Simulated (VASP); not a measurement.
Input of a VASP 6.6.1 run:

File INCAR:

```
SYSTEM = Ta2N
PREC = Accurate
ENCUT = 520
EDIFF = 1E-7
ISMEAR = 1
SIGMA = 0.008
LREAL = .FALSE.
LASPH = .TRUE.
NELM = 100
ALGO = Normal
ISIF = 2
LWAVE = .FALSE.
LCHARG = .TRUE.
GGA = PE
LELF = .TRUE.
LVHAR = .TRUE.
NBANDS = 20
```

The input KPOINTS:

```
regular mesh
0
G
  6 6 4
  0 0 0
```

Contents of POSCAR:

```
Ta2N
1.0
    3.0319157055      0.0000000000      0.0000000000
   -1.5159578527      2.6257160231      0.0000000000
    0.0000000000      0.0000000000      4.7432072974
Ta N
2 1
Direct
    0.6666666667      0.3333333333      0.7452890000
    0.3333333333      0.6666666667      0.2547110000
    0.0000000000      0.0000000000      0.0000000000
```

Potentials or basis: VASP PAW PBE potentials, release 64 (Ta_pv, N).

Run with:

```sh
$ cat potpaw_PBE.64/Ta_pv/POTCAR potpaw_PBE.64/N/POTCAR > POTCAR
$ mpirun -np 1 vasp_std > vasp.out
```

Problem. Estimate the largest force.

Solution. 0.175 eV/Å.

Problem. Predict the pressure.

Solution. 25.4 GPa.

Forces on the atoms (eV/Å):
```
Ta   0.000  0.000 -0.175
Ta   0.000  0.000  0.175
N    0.000  0.000  0.000
```

Caveat: the k points lie up to 0.40 Å⁻¹ apart.
